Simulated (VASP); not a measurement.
# Si2Ge3 (P4/mmm) in VASP: a series of runs

Runs on Si2Ge3. Level: PBE. Tasks: single point.

Program: VASP 6.6.1. These are calculated values, not measurements. Logs are shortened: lines on timing, memory, paths and dates and some standing lists are left out, and cuts for length are marked.

**1. The cell of the first run**

It takes space group P4/mmm (No. 123, tetragonal). The conventional cell has a = 5.096 Å, b = 5.096 Å, c = 4.985 Å, α = 90.00°, β = 90.00°, γ = 90.00°. Si (site symmetry 4/mmm) has 2 Ge at 2.49 Å within 3.3 Å. Within 3.4 Å of Si (site symmetry 4/mmm) lie 4 Ge at 2.55 Å. Ge (site symmetry 4/mmm) has 2 Si at 2.49 Å and 4 Ge at 2.55 Å within 3.3 Å. Within 3.4 Å of Ge (site symmetry mmm) lie 2 Si at 2.55 Å and 2 Ge at 2.55 Å.

**2. Single point, PBE**

INCAR

```
ALGO     = Normal         # electronic algorithm
EDIFF    = 1E-7           # SCF threshold, eV
ENCUT    = 520            # plane-wave cutoff, eV
GGA      = PE             # functional
ISIF     = 2              # what is computed and relaxed
ISMEAR   = 0              # smearing method
LASPH    = True           # aspherical terms in the spheres
LCHARG   = True           # write CHGCAR
LELF     = True           # ELF
LREAL    = False          # projectors in reciprocal space
LVHAR    = True         
LWAVE    = False          # write WAVECAR
NBANDS   = 33             # bands
NELM     = 100            # most SCF steps
PREC     = Accurate       # precision mode
SIGMA    = 0.1            # smearing width, eV
```

KPOINTS

```
k-points
0
Gamma
  6 6 4
```

POSCAR

```
Si2Ge3
1.0
    5.0960643110      0.0000000000      0.0000000000
    0.0000000000      5.0960643110      0.0000000000
    0.0000000000      0.0000000000      4.9848421104
Si Ge
2 3
Direct
    0.0000000000      0.0000000000      0.5000000000
    0.5000000000      0.5000000000      0.0000000000
    0.0000000000      0.0000000000      0.0000000000
    0.0000000000      0.5000000000      0.0000000000
    0.5000000000      0.0000000000      0.0000000000
```

Potentials or basis: VASP PAW PBE potentials, release 64 (Si, Ge_d).

The run is started by

```console
cat potpaw_PBE.64/Si/POTCAR potpaw_PBE.64/Ge_d/POTCAR > POTCAR
mpirun -np 1 vasp_std > vasp.out
```

OUTCAR:

```text
EDIFF = 1E-7
   ENCUT = 520
   GGA = PE
   ISIF = 2
   ISMEAR = 0
   LASPH = True
   LREAL = False
   NELM = 100
   PREC = Accurate

 ion  position               nearest neighbor table
   1  0.000  0.000  0.500-   3 2.49   3 2.49
   2  0.500  0.500  0.000-   4 2.55   5 2.55   5 2.55   4 2.55
   3  0.000  0.000  0.000-   1 2.49   1 2.49   5 2.55   4 2.55   4 2.55   5 2.55
   4  0.000  0.500  0.000-   2 2.55   3 2.55   3 2.55   2 2.55
   5  0.500  0.000  0.000-   2 2.55   3 2.55   2 2.55   3 2.55

  LATTYP: Found a simple tetragonal cell.
 ALAT       =     5.0960643110
 C/A-ratio  =     0.9781748828

  Lattice vectors:

 A1 = (   5.0960643110,   0.0000000000,   0.0000000000)
 A2 = (   0.0000000000,   5.0960643110,   0.0000000000)
 A3 = (   0.0000000000,   0.0000000000,   4.9848421104)

Analysis of symmetry for initial positions (statically):
=====================================================================
 Subroutine PRICEL returns:
 Original cell was already a primitive cell.

 Routine SETGRP: Setting up the symmetry group for a
 simple tetragonal supercell.

 Subroutine GETGRP returns: Found 16 space group operations
 (whereof 16 operations were pure point group operations)
 out of a pool of 16 trial point group operations.

The static configuration has the point symmetry D_4h.

Analysis of symmetry for dynamics (positions and initial velocities):
=====================================================================
 Subroutine PRICEL returns:
 Original cell was already a primitive cell.

 Routine SETGRP: Setting up the symmetry group for a
 simple tetragonal supercell.

 Subroutine GETGRP returns: Found 16 space group operations
 (whereof 16 operations were pure point group operations)
 out of a pool of 16 trial point group operations.

The dynamic configuration has the point symmetry D_4h.

 Subroutine INISYM returns: Found 16 space group operations
 (whereof 16 operations are pure point group operations),
 and found     1 'primitive' translations

----------------------------------------------------------------------------------------

                                     Primitive cell

  volume of cell :     129.4557

  direct lattice vectors                    reciprocal lattice vectors
     5.096064311  0.000000000  0.000000000     0.196229863  0.000000000  0.000000000
     0.000000000  5.096064311  0.000000000     0.000000000  0.196229863  0.000000000
     0.000000000  0.000000000  4.984842110     0.000000000  0.000000000  0.200608159

  length of vectors
     5.096064311  5.096064311  4.984842110     0.196229863  0.196229863  0.200608159

  position of ions in fractional coordinates (direct lattice)
     0.000000000  0.000000000  0.500000000
     0.500000000  0.500000000  0.000000000
     0.000000000  0.000000000  0.000000000
     0.000000000  0.500000000  0.000000000
     0.500000000  0.000000000  0.000000000

  ion indices of the primitive-cell ions
   primitive index   ion index
                 1           1
                 2           2
                 3           3
                 4           4
                 5           5

----------------------------------------------------------------------------------------

 KPOINTS: k-points

Automatic generation of k-mesh.
 Grid dimensions read from file:
 generate k-points for:    6    6    4

 Generating k-lattice:

  Cartesian coordinates                     Fractional coordinates (reciprocal lattice)
     0.032704977  0.000000000  0.000000000     0.166666667  0.000000000  0.000000000
     0.000000000  0.032704977  0.000000000     0.000000000  0.166666667  0.000000000
     0.000000000  0.000000000  0.050152040     0.000000000  0.000000000  0.250000000

  Length of vectors
     0.032704977  0.032704977  0.050152040

  Shift w.r.t. Gamma in fractional coordinates (k-lattice)
     0.000000000  0.000000000  0.000000000

 Subroutine IBZKPT returns following result:
 ===========================================

 Found     30 irreducible k-points:

 Following reciprocal coordinates:
            Coordinates               Weight
  0.000000  0.000000  0.000000      1.000000
  0.166667  0.000000  0.000000      4.000000
  0.333333  0.000000  0.000000      4.000000
  0.500000  0.000000  0.000000      2.000000
  0.166667  0.166667  0.000000      4.000000
  0.333333  0.166667  0.000000      8.000000
[... 16 lines left out ...]
  0.333333  0.000000  0.500000      4.000000
  0.500000  0.000000  0.500000      2.000000
 [... further k-points ...]
   k-points           NKPTS =     30   k-points in BZ     NKDIM =     30   number of bands    NBANDS=     33
   number of dos      NEDOS =    301   number of ions     NIONS =      5
   total plane-waves  NPLWV =  64000
   dimension x,y,z NGX =    40 NGY =   40 NGZ =   40
   dimension x,y,z NGXF=    80 NGYF=   80 NGZF=   80
   ions per type =               2   3
   NGX,Y,Z   is equivalent  to a cutoff of  13.05, 13.05, 13.34 a.u.
   NGXF,Y,Z  is equivalent  to a cutoff of  26.10, 26.10, 26.68 a.u.
 SYSTEM =  unknown system
   PREC   = accura    normal or accurate (medium, high low for compatibility)
   ISTART =      0    job   : 0-new  1-cont  2-samecut
   ICHARG =      2    charge: 1-file 2-atom 10-const
   ISPIN  =      1    spin polarized calculation?
   LNONCOLLINEAR =      F non collinear calculations
   LSORBIT =      F    spin-orbit coupling
   LASPH  =      T    aspherical Exc in radial PAW
   ENCUT  =  520.0 eV  38.22 Ry    6.18 a.u.   9.48  9.48  9.27*2*pi/ulx,y,z
   NELM   =    100;   NELMIN=  2; NELMDL= -5     # of ELM steps
   EDIFF  = 0.1E-06   stopping-criterion for ELM
   LREAL  =      F    real-space projection
   EDIFFG = 0.1E-05   stopping-criterion for IOM
   NSW    =      0    number of steps for IOM
   IBRION =     -1    ionic relax: 0-MD 1-quasi-New 2-CG
   NFREE  =      0    steps in history (QN), initial steepest desc. (CG)
   ISIF   =      2    stress and relaxation
   ISYM   =      2    0-nonsym 1-usesym 2-fastsym
   POTIM  = 0.5000    time-step for ionic-motion
   TEBEG  =    0.0;   TEEND  =   0.0 temperature during run
   PSTRESS=    0.0 pullay stress
   NELECT =      50.0000    total number of electrons
   NUPDOWN=      -1.0000    fix difference up-down
   EMIN   =  10.00;   EMAX   =-10.00  energy-range for DOS
   EFERMI =   0.00;   METHOD = LEGACY
   ISMEAR =     0;   SIGMA  =   0.10  broadening in eV -4-tet -1-fermi 0-gaus
   EFERMI_NEDOS =   21; number of points for ismear=-14 and -15
   IALGO  =     38    algorithm
   IMIX   =      4    mixing-type and parameters
     AMIX     =   0.40;   BMIX     =  1.00
     AMIX_MAG =   1.60;   BMIX_MAG =  1.00
  volume/ion in A,a.u.               =      25.89       174.72
  Fermi-wavevector in a.u.,A,eV,Ry     =   1.192224  2.252976 19.339286  1.421397
  Thomas-Fermi vector in A             =   2.328267
   LORBIT       =      0    0 simple, 1 ext, 2 COOP (PROOUT), +10 PAW based schemes
   GGA     = PE    functional components
   LHFCALC =     F    Hartree Fock is set to
   AEXX    =    0.0000 exact exchange contribution
   IVDW    =     0    specifies the selected vdW correction
   LEPSILON=     F    determine dielectric tensor
   LRPA    =     F    only Hartree local field effects (RPA)
 non-spin polarized calculation
 Gauss-broadening in eV      SIGMA  =   0.10
  energy-cutoff  :      520.00
  volume of cell :      129.46
 maximum number of plane-waves:      3514
 NGX is ok and might be reduce to    40
   NGX = 19   NGY = 19   NGZ = 19

 number of electron      49.9999995 magnetization

 Free energy of the ion-electron system (eV)
  ---------------------------------------------------
  ext. energy  EPLUGINS =         0.00000000
  ---------------------------------------------------
  free energy    TOTEN  =       -20.02914417 eV

  energy without entropy =      -20.01479182  energy(sigma->0) =      -20.02196800

 E-fermi :   3.5683     XC(G=0):  -8.9784

 val. band max:        3.5621695947   @ k =   0.5000   0.3333   0.2500
 cond. band min:       3.5964351790   @ k =   0.5000   0.5000   0.0000
 fundamental gap:      0.0342655844
 Fermi energy:         3.5682810358

 k-point     1 :       0.0000    0.0000    0.0000
  band No.  band energies     occupation
      1     -21.1368      2.00000
      2     -21.0771      2.00000
      3     -21.0170      2.00000
      4     -21.0170      2.00000
      5     -20.9901      2.00000
      6     -20.9768      2.00000
[... 25 lines left out ...]
     32       8.1726      0.00000
     33       8.2937      0.00000

 k-point     2 :       0.1667    0.0000    0.0000
  band No.  band energies     occupation
      1     -21.1265      2.00000
      2     -21.0689      2.00000
      3     -21.0169      2.00000
      4     -21.0127      2.00000
      5     -20.9839      2.00000
      6     -20.9751      2.00000
[... 25 lines left out ...]
     32       8.3383      0.00000
     33       8.4225      0.00000

 k-point     3 :       0.3333    0.0000    0.0000
  band No.  band energies     occupation
      1     -21.1130      2.00000
      2     -21.0400      2.00000
      3     -21.0168      2.00000
      4     -21.0035      2.00000
      5     -20.9748      2.00000
      6     -20.9689      2.00000
[... 25 lines left out ...]
     32       8.7749      0.00000
     33       9.0403      0.00000

 k-point     4 :       0.5000    0.0000    0.0000
  band No.  band energies     occupation
      1     -21.1093      2.00000
      2     -21.0196      2.00000
      3     -21.0167      2.00000
      4     -20.9986      2.00000
      5     -20.9758      2.00000
      6     -20.9621      2.00000
[... 25 lines left out ...]
     32       9.0734      0.00000
     33       9.1776      0.00000

 k-point     5 :       0.1667    0.1667    0.0000
  band No.  band energies     occupation
      1     -21.1132      2.00000
      2     -21.0638      2.00000
      3     -21.0133      2.00000
      4     -21.0119      2.00000
      5     -20.9780      2.00000
      6     -20.9729      2.00000
[... 604 lines left out ...]
 k-point    22 :       0.1667    0.0000    0.5000
  band No.  band energies     occupation
      1     -21.1265      2.00000
      2     -21.0686      2.00000
      3     -21.0171      2.00000
      4     -21.0128      2.00000
      5     -20.9839      2.00000
      6     -20.9749      2.00000
[... 25 lines left out ...]
     32       8.6929      0.00000
     33       9.3902      0.00000

 k-point    23 :       0.3333    0.0000    0.5000
  band No.  band energies     occupation
      1     -21.1129      2.00000
      2     -21.0398      2.00000
      3     -21.0169      2.00000
      4     -21.0036      2.00000
      5     -20.9746      2.00000
      6     -20.9688      2.00000
[... 25 lines left out ...]
     32       8.0721      0.00000
     33       8.6270      0.00000

 k-point    24 :       0.5000    0.0000    0.5000
  band No.  band energies     occupation
      1     -21.1092      2.00000
      2     -21.0194      2.00000
      3     -21.0168      2.00000
      4     -20.9987      2.00000
      5     -20.9757      2.00000
      6     -20.9621      2.00000
[... 25 lines left out ...]
     32       8.3339      0.00000
     33       9.1500      0.00000

 [... further k-points ...]

------------------------ aborting loop because EDIFF is reached ----------------------------------------

  FORCE on cell =-STRESS in cart. coord.  units (eV):
  Direction    XX          YY          ZZ          XY          YZ          ZX
  --------------------------------------------------------------------------------------
  -------------------------------------------------------------------------------------
  Total        0.2725388      0.2725388     -0.0382598      0.0000000     -0.0000000      0.0000000
  in kB        3.3730112      3.3730112     -0.4735127      0.0000000     -0.0000000      0.0000000
  external PRESSURE =       2.0908366 kB  Pullay stress =       0.0000000 kB

 VOLUME and BASIS-vectors are now :
 -----------------------------------------------------------------------------
  energy-cutoff  :      520.00
  volume of cell :      129.46
      direct lattice vectors                 reciprocal lattice vectors
     5.096064311  0.000000000  0.000000000     0.196229863  0.000000000  0.000000000
     0.000000000  5.096064311  0.000000000     0.000000000  0.196229863  0.000000000
     0.000000000  0.000000000  4.984842110     0.000000000  0.000000000  0.200608159

 POSITION                                       TOTAL-FORCE (eV/Angst)
 -----------------------------------------------------------------------------------
      0.00000      0.00000      2.49242         0.000000      0.000000      0.000000
      2.54803      2.54803      0.00000         0.000000      0.000000      0.000000
      0.00000      0.00000      0.00000         0.000000      0.000000      0.000000
      0.00000      2.54803      0.00000         0.000000      0.000000      0.000000
      2.54803      0.00000      0.00000         0.000000      0.000000      0.000000
 -----------------------------------------------------------------------------------
    total drift:                               -0.000000      0.000000     -0.000000

  FREE ENERGIE OF THE ION-ELECTRON SYSTEM (eV)
  ---------------------------------------------------
  free  energy   TOTEN  =       -20.0291441728 eV

  energy  without entropy=      -20.0147918194  energy(sigma->0) =      -20.02196800
```

It took 57 s on 1 thread of Intel Xeon 6975P-C (Granite Rapids), shared host; peak memory 0.29 GiB.

Results:

```
Free energy            : -20.0291 eV
Pressure               : 0.2 GPa
Band gap on the k mesh : zero (band 25 reaches 5.26 eV, above the bottom of band 26 at 3.27 eV)
```

Levels at points of the mesh, in eV from the Fermi level:
```csv
k point,band 22,band 23,band 24,band 25,band 26,band 27,band 28,band 29
"(0.00, 0.00, 0.00)",-4.34,-1.46,-1.46,-1.24,-0.25,1.59,1.68,1.68
"(0.50, 0.00, 0.00)",-3.91,-3.43,-1.15,-0.15,1.34,1.49,1.58,1.74
"(0.50, 0.50, 0.00)",-0.02,-0.02,0.03,0.03,0.37,1.57,1.89,2.22
"(0.00, 0.00, 0.50)",-1.62,-1.54,-1.23,-1.23,-0.06,-0.06,0.52,2.63
"(0.50, 0.00, 0.50)",-3.36,-2.87,0.14,0.17,1.13,1.14,1.27,3.07
"(0.50, 0.50, 0.50)",-2.18,-0.64,1.62,1.69,1.76,1.76,2.02,3.27
```

**3. Single point, PBE**

This run uses another cell than the first one, of 17.50 Å³/atom, 0.676 times its volume.

INCAR

```
ALGO     = Normal         # electronic algorithm
EDIFF    = 1E-6           # SCF threshold, eV
ENCUT    = 520            # plane-wave cutoff, eV
GGA      = PE             # functional
ISIF     = 2              # what is computed and relaxed
ISMEAR   = 0              # smearing method
LASPH    = T              # aspherical terms in the spheres
LCHARG   = F              # write CHGCAR
LREAL    = F              # projectors in reciprocal space
LWAVE    = F              # write WAVECAR
NBANDS   = 33             # bands
NELM     = 80             # most SCF steps
PREC     = Accurate       # precision mode
SIGMA    = 0.1            # smearing width, eV
```

KPOINTS is that of step 2.

POSCAR: that of step 2 with these lines changed.

```diff
@@ -2,5 +2,5 @@
 1.0
-    5.0960643110      0.0000000000      0.0000000000
-    0.0000000000      5.0960643110      0.0000000000
-    0.0000000000      0.0000000000      4.9848421104
+    3.5949866900      0.0000000000      0.0000000000
+    0.0000000000      3.5949866900      0.0000000000
+    0.0000000000      0.0000000000      6.7715305700
 Si Ge
```

Potentials or basis: VASP PAW PBE potentials, release 64 (Si, Ge_d).

The run is started by

```console
cat potpaw_PBE.64/Si/POTCAR potpaw_PBE.64/Ge_d/POTCAR > POTCAR
mpirun -np 1 vasp_std > vasp.out
```

It took 34 s on 1 thread of Intel Xeon 6975P-C (Granite Rapids), shared host; peak memory 0.22 GiB.

It converged, with:

* Free energy: 18.8155 eV
* Pressure: 184.9 GPa
* Band gap on the k mesh: zero (band 25 reaches 7.37 eV, above the bottom of band 26 at 6.38 eV)

Stress tensor (GPa, compression positive):
```
280.14   0.00   0.00
  0.00 280.14   0.00
  0.00   0.00  -5.54
```

Levels at points of the mesh, in eV from the Fermi level:
| k point | band 23 | band 24 | band 25 | band 26 | band 27 | band 28 |
| --- | --- | --- | --- | --- | --- | --- |
| (0.00, 0.00, 0.00) | -0.35 | -0.35 | 0.08 | 2.22 | 2.24 | 2.78 |
| (0.50, 0.00, 0.00) | -3.92 | -3.65 | -1.84 | 1.35 | 3.46 | 4.31 |
| (0.50, 0.50, 0.00) | -2.88 | -1.90 | -0.67 | -0.67 | 2.81 | 3.55 |
| (0.00, 0.00, 0.50) | -1.53 | -0.35 | -0.35 | 1.77 | 2.14 | 2.46 |
| (0.50, 0.00, 0.50) | -3.92 | -3.67 | -1.15 | -0.22 | 2.68 | 3.35 |
| (0.50, 0.50, 0.50) | -1.97 | -1.86 | 0.01 | 0.01 | 0.79 | 3.79 |
